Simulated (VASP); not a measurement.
# BeZn3Te4 (P1) in VASP: relaxation of cell and atoms with PBE

Aim: the relaxation of cell and atoms of BeZn3Te4 with PBE.

Program: VASP 6.6.1. These are calculated values, not measurements. Logs are shortened: lines on timing, memory, paths and dates and some standing lists are left out, and cuts for length are marked.

## (1) The cell of the first run

The typed cell holds 8 atoms: a = 4.273 Å, b = 4.229 Å, c = 12.168 Å, α = 90.74°, β = 90.40°, γ = 89.87°.

## (2) Relaxation of cell and atoms, PBE

INCAR reads:

```
ALGO = Normal ; EDIFF = 1E-6
EDIFFG = -0.025 ; ENCUT = 600
GGA = PE ; IBRION = 2
ISIF = 3 ; ISMEAR = 0
LASPH = True ; LCHARG = False
LREAL = False ; LWAVE = False
NELM = 80 ; NSW = 80
PREC = Accurate ; SIGMA = 0.1
```

KPOINTS reads:

```
k-points
0
Gamma
  4 4 1
```

POSCAR reads:

```
BeZn3Te4
1.0
    4.2729813157      0.0047044306     -0.0147549385
    0.0047044306      4.2292704016     -0.0273639353
   -0.0420281885     -0.0779438444     12.1675310525
Be Zn Te
1 3 4
Direct
    0.4770278704      0.4934944899      0.5121893660
   -0.0467193272      0.0088462673      0.7382439117
    0.0172186320     -0.0238799154      0.2709808957
    0.5194786648      0.4623818345      0.0071760912
    0.5010225030      0.0055335938      0.6049302100
    0.0270895665      0.5259464990      0.3811249071
    0.5035948725      0.0186647925      0.1102023741
    0.0012872179      0.5090124385      0.8751522442
```

Potentials or basis: VASP PAW PBE potentials, release 64 (Be, Zn, Te).

Run with:

```bash
> cat potpaw_PBE.64/Be/POTCAR potpaw_PBE.64/Zn/POTCAR potpaw_PBE.64/Te/POTCAR > POTCAR
> mpirun -np 1 vasp_std > vasp.out
```

OUTCAR:

```text
EDIFF = 1E-6
   EDIFFG = -0.025
   ENCUT = 600
   GGA = PE
   IBRION = 2
   ISIF = 3
   ISMEAR = 0
   LASPH = True
   LREAL = False
   NELM = 80
   NSW = 80
   PREC = Accurate

 ion  position               nearest neighbor table
   1  0.477  0.493  0.512-   5 2.37   5 2.43   6 2.49   6 2.85
   2  0.953  0.009  0.738-   5 2.51   8 2.68   8 2.71   5 2.86
   3  0.017  0.976  0.271-   6 2.34   6 2.67   7 2.87   7 2.94
   4  0.519  0.462  0.007-   7 2.27   8 2.63   7 2.65   8 2.73
   5  0.501  0.006  0.605-   1 2.37   1 2.43   2 2.51   2 2.86
   6  0.027  0.526  0.381-   3 2.34   1 2.49   3 2.67   1 2.85
   7  0.504  0.019  0.110-   4 2.27   4 2.65   3 2.87   3 2.94
   8  0.001  0.509  0.875-   4 2.63   2 2.68   2 2.71   4 2.73

  LATTYP: Found a triclinic cell.
 ALAT       =    12.1678532833
 B/A-ratio  =     0.3475848568
 C/A-ratio  =     0.3511720006
 COS(alpha) =     0.0022356009
 COS(beta)  =     0.0069140286
 COS(gamma) =     0.0128792433

  Lattice vectors:

 A1 = (   0.0420281885,   0.0779438444, -12.1675310525)
 A2 = (   0.0047044306,   4.2292704016,  -0.0273639353)
 A3 = (   4.2729813157,   0.0047044306,  -0.0147549385)

Analysis of symmetry for initial positions (statically):
=====================================================================
 Subroutine PRICEL returns:
 Original cell was already a primitive cell.

 Routine SETGRP: Setting up the symmetry group for a
 triclinic supercell.

 Subroutine GETGRP returns: Found  1 space group operations
 (whereof  1 operations were pure point group operations)
 out of a pool of  2 trial point group operations.

The static configuration has the point symmetry C_1 .

Analysis of symmetry for dynamics (positions and initial velocities):
=====================================================================
 Subroutine PRICEL returns:
 Original cell was already a primitive cell.

 Routine SETGRP: Setting up the symmetry group for a
 triclinic supercell.

 Subroutine GETGRP returns: Found  1 space group operations
 (whereof  1 operations were pure point group operations)
 out of a pool of  2 trial point group operations.

The dynamic configuration has the point symmetry C_1 .

 Subroutine INISYM returns: Found  1 space group operations
 (whereof  1 operations are pure point group operations),
 and found     1 'primitive' translations

----------------------------------------------------------------------------------------

                                     Primitive cell

  volume of cell :     219.8747

  direct lattice vectors                    reciprocal lattice vectors
     4.272981316  0.004704431 -0.014754939     0.234031705 -0.000255106  0.000806741
     0.004704431  4.229270402 -0.027363935    -0.000255106  0.236457481  0.001513839
    -0.042028189 -0.077943844 12.167531052     0.000283224  0.000531467  0.082190325

  length of vectors
     4.273009380  4.229361541 12.167853283     0.234033235  0.236462464  0.082192531

  position of ions in fractional coordinates (direct lattice)
     0.477027870  0.493494490  0.512189366
     0.953280673  0.008846267  0.738243912
     0.017218632  0.976120085  0.270980896
     0.519478665  0.462381835  0.007176091
     0.501022503  0.005533594  0.604930210
     0.027089567  0.525946499  0.381124907
     0.503594873  0.018664792  0.110202374
     0.001287218  0.509012439  0.875152244

  ion indices of the primitive-cell ions
   primitive index   ion index
                 1           1
                 2           2
                 3           3
                 4           4
                 5           5
                 6           6
                 7           7
                 8           8

----------------------------------------------------------------------------------------

 KPOINTS: k-points

Automatic generation of k-mesh.
 Grid dimensions read from file:
 generate k-points for:    4    4    1

 Generating k-lattice:

  Cartesian coordinates                     Fractional coordinates (reciprocal lattice)
     0.058507926 -0.000063776  0.000201685     0.250000000  0.000000000  0.000000000
    -0.000063776  0.059114370  0.000378460     0.000000000  0.250000000 -0.000000000
     0.000283224  0.000531467  0.082190325    -0.000000000  0.000000000  1.000000000

  Length of vectors
     0.058508309  0.059115616  0.082192531

  Shift w.r.t. Gamma in fractional coordinates (k-lattice)
     0.000000000  0.000000000  0.000000000

 Subroutine IBZKPT returns following result:
 ===========================================

 Found     10 irreducible k-points:

 Following reciprocal coordinates:
            Coordinates               Weight
  0.000000  0.000000  0.000000      1.000000
  0.250000 -0.000000  0.000000      2.000000
  0.500000 -0.000000  0.000000      1.000000
  0.000000  0.250000  0.000000      2.000000
  0.250000  0.250000  0.000000      2.000000
  0.500000  0.250000  0.000000      2.000000
 -0.250000  0.250000  0.000000      2.000000
  0.000000  0.500000  0.000000      1.000000
  0.250000  0.500000  0.000000      2.000000
  0.500000  0.500000  0.000000      1.000000
   k-points           NKPTS =     10   k-points in BZ     NKDIM =     10   number of bands    NBANDS=     37
   number of dos      NEDOS =    301   number of ions     NIONS =      8
   total plane-waves  NPLWV = 127008
   dimension x,y,z NGX =    36 NGY =   36 NGZ =   98
   dimension x,y,z NGXF=    72 NGYF=   72 NGZF=  196
   ions per type =               1   3   4
   NGX,Y,Z   is equivalent  to a cutoff of  14.01, 14.15, 13.39 a.u.
   NGXF,Y,Z  is equivalent  to a cutoff of  28.01, 28.30, 26.78 a.u.
 SYSTEM =  unknown system
   PREC   = accura    normal or accurate (medium, high low for compatibility)
   ISTART =      0    job   : 0-new  1-cont  2-samecut
   ICHARG =      2    charge: 1-file 2-atom 10-const
   ISPIN  =      1    spin polarized calculation?
   LNONCOLLINEAR =      F non collinear calculations
   LSORBIT =      F    spin-orbit coupling
   LASPH  =      T    aspherical Exc in radial PAW
   ENCUT  =  600.0 eV  44.10 Ry    6.64 a.u.   8.53  8.45 24.30*2*pi/ulx,y,z
   NELM   =     80;   NELMIN=  2; NELMDL= -5     # of ELM steps
   EDIFF  = 0.1E-05   stopping-criterion for ELM
   LREAL  =      F    real-space projection
   EDIFFG = -.3E-01   stopping-criterion for IOM
   NSW    =     80    number of steps for IOM
   IBRION =      2    ionic relax: 0-MD 1-quasi-New 2-CG
   NFREE  =      1    steps in history (QN), initial steepest desc. (CG)
   ISIF   =      3    stress and relaxation
   ISYM   =      2    0-nonsym 1-usesym 2-fastsym
   POTIM  = 0.5000    time-step for ionic-motion
   TEBEG  =    0.0;   TEEND  =   0.0 temperature during run
   PSTRESS=    0.0 pullay stress
   NELECT =      62.0000    total number of electrons
   NUPDOWN=      -1.0000    fix difference up-down
   EMIN   =  10.00;   EMAX   =-10.00  energy-range for DOS
   EFERMI =   0.00;   METHOD = LEGACY
   ISMEAR =     0;   SIGMA  =   0.10  broadening in eV -4-tet -1-fermi 0-gaus
   EFERMI_NEDOS =   21; number of points for ismear=-14 and -15
   IALGO  =     38    algorithm
   IMIX   =      4    mixing-type and parameters
     AMIX     =   0.40;   BMIX     =  1.00
     AMIX_MAG =   1.60;   BMIX_MAG =  1.00
  volume/ion in A,a.u.               =      27.48       185.47
  Fermi-wavevector in a.u.,A,eV,Ry     =   1.073529  2.028675 15.680223  1.152464
  Thomas-Fermi vector in A             =   2.209331
   LORBIT       =      0    0 simple, 1 ext, 2 COOP (PROOUT), +10 PAW based schemes
   GGA     = PE    functional components
   LHFCALC =     F    Hartree Fock is set to
   AEXX    =    0.0000 exact exchange contribution
   IVDW    =     0    specifies the selected vdW correction
   LEPSILON=     F    determine dielectric tensor
   LRPA    =     F    only Hartree local field effects (RPA)
 conjugate gradient relaxation of ions
 non-spin polarized calculation
 Gauss-broadening in eV      SIGMA  =   0.10
  energy-cutoff  :      600.00
  volume of cell :      219.87
 maximum number of plane-waves:      7371
 NGX is ok and might be reduce to    36
   NGX = 17   NGY = 17   NGZ = 49

--------------------------------------- Ionic step        1  -------------------------------------------

 number of electron      61.9999992 magnetization

 Free energy of the ion-electron system (eV)
  ---------------------------------------------------
  ext. energy  EPLUGINS =         0.00000000
  ---------------------------------------------------
  free energy    TOTEN  =       -21.54304875 eV

  energy without entropy =      -21.54304875  energy(sigma->0) =      -21.54304875

------------------------ aborting loop because EDIFF is reached ----------------------------------------

  FORCE on cell =-STRESS in cart. coord.  units (eV):
  Direction    XX          YY          ZZ          XY          YZ          ZX
  --------------------------------------------------------------------------------------
  -------------------------------------------------------------------------------------
  Total        0.1547509      9.5696521      3.1471726      0.2150430     -4.9377493      0.7215368
  in kB        1.1276351     69.7319022     22.9327390      1.5669702    -35.9802688      5.2576767
  external PRESSURE =      31.2640921 kB  Pullay stress =       0.0000000 kB
[... 107 lines left out ...]
  FREE ENERGIE OF THE ION-ELECTRON SYSTEM (eV)
  ---------------------------------------------------
  free  energy   TOTEN  =       -22.5428603516 eV

  energy  without entropy=      -22.5428603516  energy(sigma->0) =      -22.54286035

[... ionic steps 4 to 19 ...]

--------------------------------------- Ionic step       20  -------------------------------------------

 number of electron      62.0000010 magnetization

------------------------ aborting loop because EDIFF is reached ----------------------------------------

  FORCE on cell =-STRESS in cart. coord.  units (eV):
  Direction    XX          YY          ZZ          XY          YZ          ZX
  --------------------------------------------------------------------------------------
  -------------------------------------------------------------------------------------
  Total       -0.0304410     -0.0320660     -0.0281959     -0.0020251      0.0012035     -0.0030764
  in kB       -0.2191341     -0.2308313     -0.2029723     -0.0145781      0.0086637     -0.0221456
  external PRESSURE =      -0.2176459 kB  Pullay stress =       0.0000000 kB
[... 69 lines left out ...]
  energy  without entropy=      -22.9244105470  energy(sigma->0) =      -22.92441055

--------------------------------------- Ionic step       22  -------------------------------------------

 number of electron      62.0000012 magnetization

 Free energy of the ion-electron system (eV)
  ---------------------------------------------------
  ext. energy  EPLUGINS =         0.00000000
  ---------------------------------------------------
  free energy    TOTEN  =       -22.92475551 eV

  energy without entropy =      -22.92475551  energy(sigma->0) =      -22.92475551

 E-fermi :   3.8002     XC(G=0):  -8.8250

 val. band max:        3.3074806500   @ k =   0.0000   0.0000   0.0000
 cond. band min:       4.8090320919   @ k =   0.0000   0.0000   0.0000
 fundamental gap:      1.5015514419
 Fermi energy:         3.8001598914

 k-point     1 :       0.0000    0.0000    0.0000
  band No.  band energies     occupation
      1      -8.4189      2.00000
      2      -7.9151      2.00000
      3      -7.7861      2.00000
      4      -7.1280      2.00000
      5      -3.5245      2.00000
      6      -3.5091      2.00000
[... 424 lines left out ...]
  FREE ENERGIE OF THE ION-ELECTRON SYSTEM (eV)
  ---------------------------------------------------
  free  energy   TOTEN  =       -22.9247555148 eV

  energy  without entropy=      -22.9247555148  energy(sigma->0) =      -22.92475551

 reached required accuracy - stopping structural energy minimisation
```

Wall time 13 min (1 thread of Intel Xeon 6975P-C (Granite Rapids), shared host); peak memory 0.41 GiB.

What came out:

```
Free energy                           : -22.9248 eV
Relaxed volume                        : 27.82 Å³/atom
Relaxed cell                          : a = 4.293 Å, b = 4.293 Å, c = 12.074 Å, α = 90.00°, β = 90.02°, γ = 90.00°
Space group after relaxing (to 0.1 Å) : P-4m2 (No. 115)
Energy gained by relaxing             : 172.7 meV/atom
Ionic steps                           : 22
Pressure after relaxing               : 0.0 GPa
Largest force after relaxing          : 0.023 eV/Å
Band gap on the k mesh                : 1.50 eV
```

Forces in eV/Å, atoms in the order of the input:
```
Be   0.004 -0.004  0.007
Zn   0.007 -0.008  0.003
Zn   0.001 -0.001 -0.018
Zn   0.001  0.000 -0.008
Te  -0.006  0.002  0.008
Te   0.021  0.001  0.009
Te  -0.018  0.007 -0.005
Te  -0.010  0.003  0.004
```

Step by step:
| step | energy change (eV) | largest force (eV/Å) | pressure (GPa) | volume (Å³) |
| --- | --- | --- | --- | --- |
| 1 | 0.0000 | 4.3336 | 3.13 | 219.87 |
| 2 | -0.9280 | 0.7690 | -2.00 | 237.00 |
| 3 | -0.9998 | 0.9104 | -1.29 | 231.81 |
| 4 | -1.2281 | 0.6001 | -0.49 | 225.88 |
| 5 | -1.3139 | 0.4453 | 0.64 | 219.89 |
| 6 | -1.3548 | 0.2316 | -0.02 | 222.62 |
| 7 | -1.3600 | 0.2118 | -0.30 | 224.01 |
| 8 | -1.3685 | 0.1179 | 0.02 | 222.41 |
| 9 | -1.3690 | 0.1274 | 0.11 | 221.95 |
| 10 | -1.3717 | 0.0913 | 0.00 | 222.42 |
| 11 | -1.3731 | 0.1022 | -0.10 | 223.02 |
| 12 | -1.3757 | 0.0882 | -0.02 | 222.49 |
| 13 | -1.3771 | 0.0739 | 0.18 | 221.60 |
| 14 | -1.3784 | 0.0677 | 0.10 | 221.94 |
| 15 | -1.3793 | 0.0717 | 0.00 | 222.38 |
| 16 | -1.3787 | 0.0903 | -0.14 | 223.24 |
| 17 | -1.3794 | 0.0742 | -0.05 | 222.65 |
| 18 | -1.3804 | 0.0488 | 0.00 | 222.50 |
| 19 | -1.3809 | 0.0410 | 0.05 | 222.31 |
| 20 | -1.3813 | 0.0308 | -0.02 | 222.57 |
| 21 | -1.3814 | 0.0339 | -0.06 | 222.77 |
| 22 | -1.3817 | 0.0225 | 0.00 | 222.52 |

Final structure:
```yaml
crystal:
  lattice:
    - [4.29269, 0.00060, -0.00104]
    - [-0.00030, 4.29341, 0.00212]
    - [-0.00170, -0.00516, 12.07385]
  atoms:
    - { symbol: Be, position: [0.49740, 0.50040, 0.49978] }
    - { symbol: Zn, position: [0.99896, 0.00114, 0.73973] }
    - { symbol: Zn, position: [0.00181, 0.00000, 0.26043] }
    - { symbol: Zn, position: [0.50172, 0.49878, 0.00022] }
    - { symbol: Te, position: [0.49901, 0.00028, 0.60850] }
    - { symbol: Te, position: [0.99759, 0.50001, 0.39114] }
    - { symbol: Te, position: [0.50203, 0.99882, 0.13039] }
    - { symbol: Te, position: [0.00148, 0.50058, 0.86981] }
```

Caveat: the k points lie up to 0.52 Å⁻¹ apart in the final cell; spin-orbit coupling is left out, which moves the levels of the heavy elements; an odd mesh through Γ misses points on the zone boundary, where band edges can lie.
